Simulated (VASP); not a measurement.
MgS: single point with r2SCAN

MgS:

```
Mg S
1.0
     6.52563    0.00000    0.00000
     0.00000    6.52563    0.00000
     0.00000    0.00000    6.52563
Mg S
8 8
Direct
  0.02750 0.02984 0.93422
  0.00174 0.02402 0.43100
  0.97354 0.49129 0.00390
  0.01897 0.51582 0.53584
  0.49541 0.99820 0.99742
  0.49219 0.00200 0.50827
  0.48218 0.49501 0.10954
  0.51318 0.48463 0.57328
  0.27657 0.27700 0.30683
  0.18048 0.24524 0.76575
  0.18346 0.80430 0.15578
  0.33583 0.73544 0.70235
  0.77443 0.17852 0.16175
  0.71041 0.26947 0.69689
  0.69716 0.67701 0.35302
  0.83809 0.78209 0.78678
```

* Program: VASP 6.6.1
* Task: single point
* Functional: r2SCAN
* Potentials or basis: VASP PAW PBE potentials, release 64 (Mg, S)
* Cutoff: 520 eV
* k mesh: 2 × 2 × 2
* Occupations: fermi-dirac, width 0.086 eV
* Spin: no spin polarisation
* Dipole correction: no
* Further INCAR settings: LREAL = Auto; ALGO = Normal; EDIFF = 1e-06; NBANDS = 46

```
Pressure               : 8.9 GPa
Largest force          : 4.186 eV/Å
Band gap on the k mesh : 1.81 eV, direct
```

Forces in eV/Å, atoms in the order of the input:
```
Mg  -2.386 -2.327  1.927
Mg  -0.450 -0.341  0.351
Mg  -0.231  0.484  0.065
Mg  -0.310  0.528  0.277
Mg   0.130 -0.541 -0.769
Mg   0.736  0.025 -0.252
Mg   0.296  0.580 -0.653
Mg  -1.863  0.472 -1.266
S   -0.139  0.321  0.160
S    2.654  3.021 -1.165
S    1.340 -0.933  1.795
S   -1.537  1.515  0.814
S   -0.088  0.518  0.857
S    1.454 -2.952  0.724
S    1.139  0.885 -2.572
S   -0.744 -1.255 -0.292
```

Stress tensor (GPa, compression positive):
```
 9.18  0.39 -0.44
 0.39  6.17 -3.58
-0.44 -3.58 11.26
```

Levels at points of the mesh, in eV from the valence-band top:
| k point | band 29 | band 30 | band 31 | band 32 | band 33 | band 34 | band 35 | band 36 |
| --- | --- | --- | --- | --- | --- | --- | --- | --- |
| (0.00, 0.00, 0.00) | -0.64 | -0.37 | -0.15 | 0.00 | 1.81 | 2.10 | 2.85 | 4.20 |
| (0.50, 0.00, 0.00) | -0.95 | -0.83 | -0.61 | -0.41 | 2.34 | 2.95 | 3.21 | 3.40 |
| (0.00, 0.50, 0.00) | -0.70 | -0.54 | -0.31 | -0.04 | 2.55 | 2.98 | 3.08 | 3.41 |
| (0.00, 0.00, 0.50) | -1.16 | -1.06 | -0.64 | -0.13 | 2.27 | 2.43 | 3.19 | 3.91 |
| (0.50, 0.50, 0.00) | -1.22 | -0.86 | -0.69 | -0.60 | 2.93 | 3.07 | 3.16 | 3.55 |
| (0.00, 0.50, 0.50) | -1.28 | -0.79 | -0.63 | -0.16 | 2.88 | 3.25 | 3.30 | 3.53 |
| (0.50, 0.00, 0.50) | -1.48 | -1.05 | -0.82 | -0.61 | 3.12 | 3.29 | 3.45 | 3.80 |
| (0.50, 0.50, 0.50) | -1.75 | -1.39 | -1.01 | -0.68 | 2.93 | 3.17 | 3.36 | 3.51 |

Wall time 6.5 min on 1 thread of Intel(R) Xeon(R) Platinum 8259CL CPU @ 2.50GHz (Skylake/Cascade Lake), on a shared host, peak memory 0.39 GiB.

Caveat: the k points lie up to 0.48 Å⁻¹ apart; the PAW data sets were made with another functional, which shifts forces and pressure a little. A k mesh can miss the band edges.
